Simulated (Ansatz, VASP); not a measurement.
SnTe in VASP and in Ansatz

```xyz
2
Lattice="4.0177 0.0000 0.0000 0.0000 4.1348 0.0000 0.0000 0.0000 4.1348" Properties=species:S:1:pos:R:3 pbc="T T T"
Sn    0.0309    0.0000    0.0000
Te    1.9780    2.0674    2.0674
```

Alike in both runs: task single point; functional PBE; k mesh 10 × 10 × 10; occupations gaussian, width 0.1 eV; no spin polarisation.

|  | VASP | Ansatz |
| --- | --- | --- |
| version | VASP 6.6.1 | Ansatz 0.2.0 |
| potentials or method | VASP PAW PBE potentials, release 64 (Sn_d, Te), cutoff 520 eV | scalar-relativistic, plane waves, PAW |
| valence electrons in the cell | 20 | 30 |

```tsv
	VASP	Ansatz	Ansatz less VASP
gap on the k mesh at the Fermi level (eV)	none	none	-
pressure (GPa)	-4.7	-4.6	+0.04
traceless stress, the component that is largest in VASP (GPa)	0.38	0.38	0.000
rms of the force components (eV/Å)	0.050	0.050	+0.0003
```

Atom by atom the forces differ by 0.000 eV/Å (rms over components). A gap of «none» marks a metal or a gap that the smearing closes. VASP's potentials hold 20 valence electrons a cell and Ansatz's 30, so a difference there can come from the potentials and not from the codes.

Neither program's run includes spin-orbit coupling.
